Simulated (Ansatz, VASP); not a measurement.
**One calculation of ScSn3Se, two programs**

Contents of INCAR:

```
SYSTEM = ScSn3Se
PREC = Accurate ; ENCUT = 600
EDIFF = 1E-7 ; ISMEAR = 0
SIGMA = 0.1 ; LREAL = .False.
LASPH = .True. ; NELM = 80
ALGO = Normal ; ISIF = 3
LWAVE = .False. ; LCHARG = .False.
GGA = PE ; IBRION = 2
NSW = 90 ; EDIFFG = -0.04
```

The input KPOINTS:

```
regular mesh
0
Gamma
  3 3 4
  0 0 0
```

File POSCAR:

```
ScSn3Se
1.0
    5.9582767100      0.0000000000      0.0000000000
   -2.9791383600      5.1600190000      0.0000000000
    0.0000000000      0.0000000000      4.6430802300
Sc Sn Se
1 3 1
Direct
    0.6666666700      0.3333333300      0.0000000000
    0.3333333300      0.6666666700      0.2608550000
    0.3333333300      0.6666666700      0.7391450000
    0.6666666700      0.3333333300      0.5000000000
    0.0000000000      0.0000000000      0.0000000000
```

Input for Ansatz:

```yaml
crystal:
  lattice:
    - [5.95827671, 0.0, 0.0]
    - [-2.97913836, 5.160019, 0.0]
    - [0.0, 0.0, 4.64308023]
  atoms:
    - { symbol: Sc, position: [0.66666667, 0.33333333, 0.0] }
    - { symbol: Sn, position: [0.33333333, 0.66666667, 0.260855] }
    - { symbol: Sn, position: [0.33333333, 0.66666667, 0.739145] }
    - { symbol: Sn, position: [0.66666667, 0.33333333, 0.5] }
    - { symbol: Se, position: [0.0, 0.0, 0.0] }
basis:
  ecutwfc: 420
kpoints:
  mp_grid: { grid: [3, 3, 4] }
hamiltonian:
  xc: pbe
scf:
  occupations: { method: gaussian, width: 0.1 }
  lower_state_search: "off"
output:
  forces: true
  stress: true
  eigenvalues: true
relax:
  adjacent_minimum: "off"
  f_tol: 0.04
  max_steps: 70
  cell: { stress_tol: 0.4 }
```

Alike in both runs: task relaxation of cell and atoms; functional PBE; k mesh 3 × 3 × 4; occupations gaussian, width 0.1 eV; no spin polarisation.

|  | VASP | Ansatz |
| --- | --- | --- |
| version | VASP 6.6.1 | Ansatz 0.2.0 |
| potentials or method | VASP PAW PBE potentials, release 64 (Sc_sv, Sn_d, Se), cutoff 600 eV | scalar-relativistic, plane waves, PAW |
| valence electrons in the cell | 59 | 69 |

|  | VASP | Ansatz | Ansatz less VASP |
| --- | --- | --- | --- |
| gap on the k mesh at the Fermi level, each at its own relaxed structure (eV) | none | none | - |
| relaxed volume (Å³/atom) | 26.60 | 26.60 | +0.004 |
| relaxed length of the cell vector where the two differ most in proportion (Å) | 6.767 | 6.786 | +0.0191 |

A gap of «none» marks a metal or a gap that the smearing closes. VASP's potentials hold 59 valence electrons a cell and Ansatz's 69, so a difference there can come from the potentials and not from the codes.

The k mesh is coarse, so the values compare programs but aren't converged.
